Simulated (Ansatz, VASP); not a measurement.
# CaO in VASP and in Ansatz

```
Ca O
1.0
     0.00000    2.39745    2.39745
     2.39745    0.00000    2.39745
     2.39745    2.39745    0.00000
Ca O
1 1
Direct
  0.00000 0.00000 0.00000
  0.50000 0.50000 0.50000
```

Alike in both runs: task single point; functional r2SCAN; k mesh 8 × 8 × 8; occupations gaussian, width 0.02 eV; no spin polarisation.

|  | VASP | Ansatz |
| --- | --- | --- |
| version | VASP 6.6.1 | Ansatz 0.2.0 |
| potentials or method | VASP PAW PBE potentials, release 64 (Ca_sv, O_h), cutoff 910 eV | scalar-relativistic, plane waves, PAW |
| valence electrons in the cell | 16 | 16 |

Ansatz gave:

| Item | Value |
| --- | --- |
| gap on the k mesh at the Fermi level (eV) | 4.20 |
| least direct gap on the mesh (eV) | 4.57 |

What did VASP give for the same quantities?

gap on the k mesh at the Fermi level (eV): 4.19; least direct gap on the mesh (eV): 4.56.

VASP's potentials were made for PBE, not for r2SCAN. With one functional, cell and mesh, what is left measures potentials, basis and numerics.

Noted on VASP's run: the cutoff is short for stress, so the pressure is rough.
